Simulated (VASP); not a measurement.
Write the native input for VASP 6.6.1 that does the following.

| Item | Value |
| --- | --- |
| Task | single point |
| Functional | HSE06 |
| Potentials or basis | VASP PAW PBE potentials, release 64 (Pt, Se) |
| Cutoff | 520 eV |
| k mesh | 4 × 4 × 4 |
| Occupations | fermi-dirac, width 0.05 eV |
| Spin | no spin polarisation |
| Dipole correction | no |
| Grid for exact exchange (PRECFOCK) | Normal |
| Further INCAR settings | ALGO = Normal; EDIFF = 1e-07; NBANDS = 15 |
| Screening parameter | 0.2079 1/Å |

The system is PtSe.

```xyz
2
Lattice="0.0000 2.7984 2.7984 2.7984 0.0000 2.7984 2.7984 2.7984 0.0000" Properties=species:S:1:pos:R:3 pbc="T T T"
Pt    2.7984    2.7984    2.7984
Se    0.0000    0.0000    0.0000
```

One way to write it, as run:

POSCAR

```
PtSe
1.0
    0.0000000000      2.7984111300      2.7984111300
    2.7984111300      0.0000000000      2.7984111300
    2.7984111300      2.7984111300      0.0000000000
Pt Se
1 1
Direct
    0.5000000000      0.5000000000      0.5000000000
    0.0000000000      0.0000000000      0.0000000000
```

INCAR.step1

```
SYSTEM = PtSe
PREC = Accurate
ENCUT = 520
EDIFF = 1E-5
ISMEAR = -1
SIGMA = 0.05
LREAL = .FALSE.
LASPH = .TRUE.
NELM = 80
ALGO = Normal
ISIF = 2
LWAVE = .TRUE.
LCHARG = .FALSE.
NBANDS = 15
GGA = PE
```

INCAR.step2

```
SYSTEM = PtSe
PREC = Accurate
ENCUT = 520
EDIFF = 1E-7
ISMEAR = -1
SIGMA = 0.05
LREAL = .FALSE.
LASPH = .TRUE.
NELM = 80
ALGO = Normal
ISIF = 2
LWAVE = .FALSE.
LCHARG = .FALSE.
GGA = PE
LHFCALC = .TRUE.
HFSCREEN = 0.2079
PRECFOCK = Normal
NBANDS = 15
ISTART = 1
```

KPOINTS

```
Automatic mesh
0
G
  4 4 4
  0 0 0
```

Potentials or basis: VASP PAW PBE potentials, release 64 (Pt, Se).

Run with:

```console
$ cat potpaw_PBE.64/Pt/POTCAR potpaw_PBE.64/Se/POTCAR > POTCAR
$ cp INCAR.step1 INCAR
$ mpirun -np 1 vasp_std > vasp.out
$ cp INCAR.step2 INCAR
$ mpirun -np 1 vasp_std > vasp.out
```

It gave:

The pressure is -16.6 GPa and the band gap on the k mesh is zero (band 8 reaches 7.48 eV, above the bottom of band 9 at 3.55 eV).

Caveat: the k points lie up to 0.49 Å⁻¹ apart; the PAW data sets were made with another functional, which shifts forces and pressure a little; spin-orbit coupling is left out, which moves the levels of the heavy elements.

Wall time 4.8 min on 1 thread of Intel(R) Xeon(R) Platinum 8488C (Sapphire Rapids), on a shared host, peak memory 0.27 GiB.
